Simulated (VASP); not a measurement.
Wanted: the native input for a VASP 6.6.1 run.

| Quantity | Value |
| --- | --- |
| Task | single point |
| Functional | PBEsol |
| Potentials or basis | VASP PAW PBE potentials, release 64 (Mg) |
| Cutoff | 520 eV |
| k mesh | 16 × 16 × 10 |
| Occupations | gaussian, width 0.05 eV |
| Spin | no spin polarisation |
| Dipole correction | no |
| Further INCAR settings | ALGO = Normal; EDIFF = 1e-06; NBANDS = 9 |

The structure of Mg lies in POSCAR:

```
Mg
1.0
    3.1769781944      0.0000000000      0.0000000000
   -1.5884890972      2.7513438237      0.0000000000
    0.0000000000      0.0000000000      5.1507494137
Mg
2
Direct
    0.3333333333      0.6666666667      0.2500000000
    0.6666666667      0.3333333333      0.7500000000
```

One way to write it, as run:

INCAR

```
PREC = Accurate
ENCUT = 520
EDIFF = 1E-6
ISMEAR = 0
SIGMA = 0.05
LREAL = F
LASPH = T
NELM = 60
ALGO = Normal
ISIF = 2
LWAVE = F
LCHARG = F
GGA = PS
NBANDS = 9
```

KPOINTS

```
regular mesh
0
Gamma
  16 16 10
```

Potentials or basis: VASP PAW PBE potentials, release 64 (Mg).

The run is started by

```bash
$ cat potpaw_PBE.64/Mg/POTCAR > POTCAR
$ mpirun -np 1 vasp_std > vasp.out
```

Results of the run:

| Quantity | Value |
| --- | --- |
| Pressure | 0.0 GPa |
| Band gap on the k mesh | zero (band 2 reaches 3.70 eV, above the bottom of band 3 at 1.47 eV) |

Caveat: the PAW data sets were made with another functional, which shifts forces and pressure a little.

Wall time 25 s on 1 thread of Intel(R) Xeon(R) 6975P-C (Granite Rapids), with other jobs on the host, peak memory 0.2 GiB.
